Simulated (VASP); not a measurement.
Set up this calculation in VASP 6.6.1, as the native input.

| Property | Result |
| --- | --- |
| Task | relaxation of cell and atoms |
| Functional | PBE |
| Potentials or basis | VASP PAW PBE potentials, release 64 (In_d, As) |
| Cutoff | 600 eV |
| k mesh | 8 × 8 × 8 |
| Occupations | fermi-dirac, width 0.02 eV |
| Spin | no spin polarisation |
| Dipole correction | no |
| Further INCAR settings | ALGO = Normal; EDIFF = 1e-06; IBRION = 2; EDIFFG = -0.005; NSW = 80; ISIF = 3 |

The structure of InAs lies in POSCAR:

```
InAs
1.0
    3.3585850799      0.0000000000      0.0000000000
    0.0000000000      3.3585850799      0.0000000000
    0.0000000000      0.0000000000      3.3585850799
In As
1 1
Direct
    0.0000000000      0.0000000000      0.0000000000
    0.5000000000      0.5000000000      0.5000000000
```

These files were run (other wordings do the same):

INCAR

```
SYSTEM = InAs
PREC     = Accurate       ! precision mode
ENCUT    = 600            ! plane-wave cutoff, eV
EDIFF    = 1E-6           ! SCF threshold, eV
ISMEAR   = -1             ! smearing method
SIGMA    = 0.02           ! smearing width, eV
LREAL    = .FALSE.        ! projectors in reciprocal space
LASPH    = .TRUE.         ! aspherical terms in the spheres
NELM     = 100            ! most SCF steps
ALGO     = Normal         ! electronic algorithm
ISIF     = 3              ! what is computed and relaxed
LWAVE    = .FALSE.        ! write WAVECAR
LCHARG   = .FALSE.        ! write CHGCAR
GGA      = PE             ! functional
IBRION   = 2              ! ionic algorithm
NSW      = 80             ! ionic steps
EDIFFG   = -0.005         ! ionic threshold
```

KPOINTS

```
regular mesh
0
G
  8 8 8
  0 0 0
```

Potentials or basis: VASP PAW PBE potentials, release 64 (In_d, As).

Run with:

```sh
$ cat potpaw_PBE.64/In_d/POTCAR potpaw_PBE.64/As/POTCAR > POTCAR
$ mpirun -np 1 vasp_std > vasp.out
```

Results of the run:

The relaxed volume is 22.79 Å³/atom and the relaxed cell is a = 3.572 Å, b = 3.572 Å, c = 3.572 Å, α = 90.00°, β = 90.00°, γ = 90.00°. The space group after relaxing (to 0.05 Å) is Pm-3m (No. 221). The energy gained by relaxing is 168.2 meV/atom. The ionic steps are 5 and the pressure after relaxing is 0.0 GPa.

Caveat: the volume moved by over 15 % at a fixed basis, so the end points are rough.

Run time: 65 s on 1 thread of Intel(R) Xeon(R) Platinum 8259CL CPU @ 2.50GHz (Skylake/Cascade Lake), with other jobs on the host, peak memory 0.18 GiB.
